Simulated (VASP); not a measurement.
# GaAs (F-43m) in VASP: relaxation of cell and atoms with PBE

Aim: the relaxation of cell and atoms of GaAs with PBE.

All numbers are computed with VASP 6.6.1; they aren't measurements. Logs are shortened: lines on timing, memory, paths and dates and some standing lists are left out, and cuts for length are marked.

## 1. The cell of the first run

It takes space group F-43m (No. 216, cubic). The conventional cell has a = 5.750 Å, b = 5.750 Å, c = 5.750 Å, α = 90.00°, β = 90.00°, γ = 90.00°. Within 3.3 Å of Ga (site symmetry -43m) lie 4 As at 2.49 Å. As (site symmetry -43m) has 4 Ga at 2.49 Å within 3.3 Å.

## 2. Relaxation of cell and atoms, PBE

INCAR reads:

```
SYSTEM = GaAs
ALGO     = Normal         ! electronic algorithm
EDIFF    = 1E-6           ! SCF threshold, eV
EDIFFG   = -0.005         ! ionic threshold
ENCUT    = 600            ! plane-wave cutoff, eV
GGA      = PE             ! functional
IBRION   = 2              ! ionic algorithm
ISIF     = 3              ! what is computed and relaxed
ISMEAR   = 0              ! smearing method
LASPH    = .True.         ! aspherical terms in the spheres
LCHARG   = .False.        ! write CHGCAR
LREAL    = .False.        ! projectors in reciprocal space
LWAVE    = .False.        ! write WAVECAR
NELM     = 80             ! most SCF steps
NSW      = 100            ! ionic steps
PREC     = Accurate       ! precision mode
SIGMA    = 0.05           ! smearing width, eV
```

KPOINTS reads:

```
k-points
0
Gamma
  10 10 10
  0 0 0
```

POSCAR reads:

```
GaAs
1.0
    0.0000000000      2.8750910496      2.8750910496
    2.8750910496      0.0000000000      2.8750910496
    2.8750910496      2.8750910496      0.0000000000
Ga As
1 1
Direct
    0.0000000000      0.0000000000      0.0000000000
    0.2500000000      0.2500000000      0.2500000000
```

Potentials or basis: VASP PAW PBE potentials, release 64 (Ga_d, As).

Run with:

```
$ cat potpaw_PBE.64/Ga_d/POTCAR potpaw_PBE.64/As/POTCAR > POTCAR
$ mpirun -np 1 vasp_std > vasp.out
```

OUTCAR:

```text
SYSTEM = GaAs
   EDIFF = 1E-6
   EDIFFG = -0.005
   ENCUT = 600
   GGA = PE
   IBRION = 2
   ISIF = 3
   ISMEAR = 0
   LASPH = .True.
   LREAL = .False.
   NELM = 80
   NSW = 100
   PREC = Accurate

 ion  position               nearest neighbor table
   1  0.000  0.000  0.000-   2 2.49   2 2.49   2 2.49   2 2.49
   2  0.250  0.250  0.250-   1 2.49   1 2.49   1 2.49   1 2.49

  LATTYP: Found a face centered cubic cell.
 ALAT       =     5.7501820992

  Lattice vectors:

 A1 = (   0.0000000000,   2.8750910496,   2.8750910496)
 A2 = (   2.8750910496,   0.0000000000,   2.8750910496)
 A3 = (   2.8750910496,   2.8750910496,   0.0000000000)

Analysis of symmetry for initial positions (statically):
=====================================================================
 Subroutine PRICEL returns:
 Original cell was already a primitive cell.

 Routine SETGRP: Setting up the symmetry group for a
 face centered cubic supercell.

 Subroutine GETGRP returns: Found 24 space group operations
 (whereof 24 operations were pure point group operations)
 out of a pool of 48 trial point group operations.

The static configuration has the point symmetry T_d .

Analysis of symmetry for dynamics (positions and initial velocities):
=====================================================================
 Subroutine PRICEL returns:
 Original cell was already a primitive cell.

 Routine SETGRP: Setting up the symmetry group for a
 face centered cubic supercell.

 Subroutine GETGRP returns: Found 24 space group operations
 (whereof 24 operations were pure point group operations)
 out of a pool of 48 trial point group operations.

The dynamic configuration has the point symmetry T_d .

 Subroutine INISYM returns: Found 24 space group operations
 (whereof 24 operations are pure point group operations),
 and found     1 'primitive' translations

----------------------------------------------------------------------------------------

                                     Primitive cell

  volume of cell :      47.5319

  direct lattice vectors                    reciprocal lattice vectors
     0.000000000  2.875091050  2.875091050    -0.173907536  0.173907536  0.173907536
     2.875091050  0.000000000  2.875091050     0.173907536 -0.173907536  0.173907536
     2.875091050  2.875091050  0.000000000     0.173907536  0.173907536 -0.173907536

  length of vectors
     4.065992755  4.065992755  4.065992755     0.301216688  0.301216688  0.301216688

  position of ions in fractional coordinates (direct lattice)
     0.000000000  0.000000000  0.000000000
     0.250000000  0.250000000  0.250000000

  ion indices of the primitive-cell ions
   primitive index   ion index
                 1           1
                 2           2

----------------------------------------------------------------------------------------

 KPOINTS: k-points

Automatic generation of k-mesh.
 Grid dimensions read from file:
 generate k-points for:   10   10   10

 Generating k-lattice:

  Cartesian coordinates                     Fractional coordinates (reciprocal lattice)
    -0.017390754  0.017390754  0.017390754     0.100000000  0.000000000  0.000000000
     0.017390754 -0.017390754  0.017390754     0.000000000  0.100000000  0.000000000
     0.017390754  0.017390754 -0.017390754     0.000000000  0.000000000  0.100000000

  Length of vectors
     0.030121669  0.030121669  0.030121669

  Shift w.r.t. Gamma in fractional coordinates (k-lattice)
     0.000000000  0.000000000  0.000000000

 Subroutine IBZKPT returns following result:
 ===========================================

 Found     47 irreducible k-points:

 Following reciprocal coordinates:
            Coordinates               Weight
  0.000000  0.000000  0.000000      1.000000
  0.100000  0.000000  0.000000      8.000000
  0.200000  0.000000  0.000000      8.000000
  0.300000  0.000000  0.000000      8.000000
  0.400000  0.000000  0.000000      8.000000
  0.500000  0.000000  0.000000      4.000000
[... 16 lines left out ...]
  0.300000  0.300000  0.000000      6.000000
  0.400000  0.300000  0.000000     24.000000
 [... further k-points ...]
   k-points           NKPTS =     47   k-points in BZ     NKDIM =     47   number of bands    NBANDS=     13
   number of dos      NEDOS =    301   number of ions     NIONS =      2
   total plane-waves  NPLWV =  32768
   dimension x,y,z NGX =    32 NGY =   32 NGZ =   32
   dimension x,y,z NGXF=    64 NGYF=   64 NGZF=   64
   ions per type =               1   1
   NGX,Y,Z   is equivalent  to a cutoff of  13.08, 13.08, 13.08 a.u.
   NGXF,Y,Z  is equivalent  to a cutoff of  26.17, 26.17, 26.17 a.u.
 SYSTEM =  GaAs
   PREC   = accura    normal or accurate (medium, high low for compatibility)
   ISTART =      0    job   : 0-new  1-cont  2-samecut
   ICHARG =      2    charge: 1-file 2-atom 10-const
   ISPIN  =      1    spin polarized calculation?
   LNONCOLLINEAR =      F non collinear calculations
   LSORBIT =      F    spin-orbit coupling
   LASPH  =      T    aspherical Exc in radial PAW
   ENCUT  =  600.0 eV  44.10 Ry    6.64 a.u.   8.12  8.12  8.12*2*pi/ulx,y,z
   NELM   =     80;   NELMIN=  2; NELMDL= -5     # of ELM steps
   EDIFF  = 0.1E-05   stopping-criterion for ELM
   LREAL  =      F    real-space projection
   EDIFFG = -.5E-02   stopping-criterion for IOM
   NSW    =    100    number of steps for IOM
   IBRION =      2    ionic relax: 0-MD 1-quasi-New 2-CG
   NFREE  =      1    steps in history (QN), initial steepest desc. (CG)
   ISIF   =      3    stress and relaxation
   ISYM   =      2    0-nonsym 1-usesym 2-fastsym
   POTIM  = 0.5000    time-step for ionic-motion
   TEBEG  =    0.0;   TEEND  =   0.0 temperature during run
   PSTRESS=    0.0 pullay stress
   NELECT =      18.0000    total number of electrons
   NUPDOWN=      -1.0000    fix difference up-down
   EMIN   =  10.00;   EMAX   =-10.00  energy-range for DOS
   EFERMI =   0.00;   METHOD = LEGACY
   ISMEAR =     0;   SIGMA  =   0.05  broadening in eV -4-tet -1-fermi 0-gaus
   EFERMI_NEDOS =   21; number of points for ismear=-14 and -15
   IALGO  =     38    algorithm
   IMIX   =      4    mixing-type and parameters
     AMIX     =   0.40;   BMIX     =  1.00
     AMIX_MAG =   1.60;   BMIX_MAG =  1.00
  volume/ion in A,a.u.               =      23.77       160.38
  Fermi-wavevector in a.u.,A,eV,Ry     =   1.184415  2.238221 19.086796  1.402840
  Thomas-Fermi vector in A             =   2.320630
   LORBIT       =      0    0 simple, 1 ext, 2 COOP (PROOUT), +10 PAW based schemes
   GGA     = PE    functional components
   LHFCALC =     F    Hartree Fock is set to
   AEXX    =    0.0000 exact exchange contribution
   IVDW    =     0    specifies the selected vdW correction
   LEPSILON=     F    determine dielectric tensor
   LRPA    =     F    only Hartree local field effects (RPA)
 conjugate gradient relaxation of ions
 non-spin polarized calculation
 Gauss-broadening in eV      SIGMA  =   0.05
  energy-cutoff  :      600.00
  volume of cell :       47.53
 maximum number of plane-waves:      1604
   NGX = 17   NGY = 17   NGZ = 17

 number of electron      17.9999994 magnetization

 Free energy of the ion-electron system (eV)
  ---------------------------------------------------
  ext. energy  EPLUGINS =         0.00000000
  ---------------------------------------------------
  free energy    TOTEN  =        -8.27513185 eV

  energy without entropy =       -8.27512014  energy(sigma->0) =       -8.27512599

 E-fermi :   3.5477     XC(G=0):  -9.3617

 val. band max:        3.4672312937   @ k =   0.0000   0.0000   0.0000
 cond. band min:       3.6121246679   @ k =   0.0000   0.0000   0.0000
 fundamental gap:      0.1448933743
 Fermi energy:         3.5477119787

 k-point     1 :       0.0000    0.0000    0.0000
  band No.  band energies     occupation
      1     -11.2562      2.00000
      2     -11.2562      2.00000
      3     -11.2562      2.00000
      4     -11.1887      2.00000
      5     -11.1887      2.00000
      6      -8.9056      2.00000
      7       3.4672      1.97718
      8       3.4672      1.97717
      9       3.4672      1.97717
     10       3.6121      0.06848
     11       7.1823      0.00000
     12       7.1823      0.00000
     13       7.1823      0.00000

 k-point     2 :       0.1000    0.0000    0.0000
  band No.  band energies     occupation
      1     -11.2630      2.00000
      2     -11.2542      2.00000
      3     -11.2542      2.00000
      4     -11.1888      2.00000
      5     -11.1888      2.00000
      6      -8.7967      2.00000
      7       1.8983      2.00000
      8       3.3210      2.00000
      9       3.3210      2.00000
     10       4.6922      0.00000
     11       7.3896      0.00000
     12       7.4025      0.00000
     13       7.4025      0.00000

 k-point     3 :       0.2000    0.0000    0.0000
  band No.  band energies     occupation
      1     -11.2802      2.00000
      2     -11.2494      2.00000
      3     -11.2494      2.00000
      4     -11.1887      2.00000
      5     -11.1887      2.00000
      6      -8.4842      2.00000
      7       0.2133      2.00000
      8       3.0024      2.00000
      9       3.0024      2.00000
     10       4.8652      0.00000
     11       7.8403      0.00000
     12       7.8403      0.00000
     13       8.4336      0.00000
[... 305 lines left out ...]
 k-point    23 :       0.3000    0.3000    0.0000
  band No.  band energies     occupation
      1     -11.3213      2.00000
      2     -11.2297      2.00000
      3     -11.2297      2.00000
      4     -11.2013      2.00000
      5     -11.1816      2.00000
      6      -7.7056      2.00000
      7      -1.3258      2.00000
      8       1.5714      2.00000
      9       1.5714      2.00000
     10       5.2207      0.00000
     11       6.3346      0.00000
     12      10.6955      0.00000
     13      10.6955      0.00000

 k-point    24 :       0.4000    0.3000    0.0000
  band No.  band energies     occupation
      1     -11.3317      2.00000
      2     -11.2259      2.00000
      3     -11.2247      2.00000
      4     -11.2029      2.00000
      5     -11.1806      2.00000
      6      -7.3048      2.00000
      7      -2.0675      2.00000
      8       1.0525      2.00000
      9       1.3678      2.00000
     10       5.3515      0.00000
     11       6.2923      0.00000
     12      10.5381      0.00000
     13      11.1688      0.00000

 [... further k-points ...]

------------------------ aborting loop because EDIFF is reached ----------------------------------------

  FORCE on cell =-STRESS in cart. coord.  units (eV):
  Direction    XX          YY          ZZ          XY          YZ          ZX
  --------------------------------------------------------------------------------------
  -------------------------------------------------------------------------------------
  Total       -0.0071133     -0.0071133     -0.0071133     -0.0000000      0.0000000      0.0000000
  in kB       -0.2397722     -0.2397722     -0.2397722     -0.0000000      0.0000000      0.0000000
  external PRESSURE =      -0.2397722 kB  Pullay stress =       0.0000000 kB

 VOLUME and BASIS-vectors are now :
 -----------------------------------------------------------------------------
  energy-cutoff  :      600.00
  volume of cell :       47.53
      direct lattice vectors                 reciprocal lattice vectors
     0.000000000  2.875091050  2.875091050    -0.173907536  0.173907536  0.173907536
     2.875091050  0.000000000  2.875091050     0.173907536 -0.173907536  0.173907536
     2.875091050  2.875091050  0.000000000     0.173907536  0.173907536 -0.173907536

 POSITION                                       TOTAL-FORCE (eV/Angst)
 -----------------------------------------------------------------------------------
      0.00000      0.00000      0.00000        -0.000000     -0.000000     -0.000000
      1.43755      1.43755      1.43755         0.000000      0.000000      0.000000
 -----------------------------------------------------------------------------------
    total drift:                                0.000002      0.000002      0.000002

  FREE ENERGIE OF THE ION-ELECTRON SYSTEM (eV)
  ---------------------------------------------------
  free  energy   TOTEN  =        -8.2751318491 eV

  energy  without entropy=       -8.2751201400  energy(sigma->0) =       -8.27512599

 reached required accuracy - stopping structural energy minimisation
```

Run time: 34 s. Hardware: 1 thread of Intel Xeon 8259CL, shared host; peak memory 0.2 GiB.

What came out:

* Free energy: -8.2751 eV
* Pressure after relaxing: 0.0 GPa
* Band gap on the k mesh: 0.14 eV, direct

Final structure:
```
Ga As
1.0
     0.00000    2.87509    2.87509
     2.87509    0.00000    2.87509
     2.87509    2.87509    0.00000
Ga As
1 1
Direct
  0.00000 0.00000 0.00000
  0.25000 0.25000 0.25000
```

Levels at points of the mesh, in eV from the valence-band top:
| k point | band 7 | band 8 | band 9 | band 10 | band 11 | band 12 |
| --- | --- | --- | --- | --- | --- | --- |
| (0.00, 0.00, 0.00) | 0.00 | 0.00 | 0.00 | 0.14 | 3.72 | 3.72 |
| (0.50, 0.00, 0.00) | -6.37 | -1.07 | -1.07 | 0.86 | 4.62 | 4.62 |
| (0.50, 0.50, 0.00) | -6.59 | -2.50 | -2.50 | 1.56 | 1.68 | 9.77 |

Caveat: the relaxation stopped at its first step, so nothing moved.
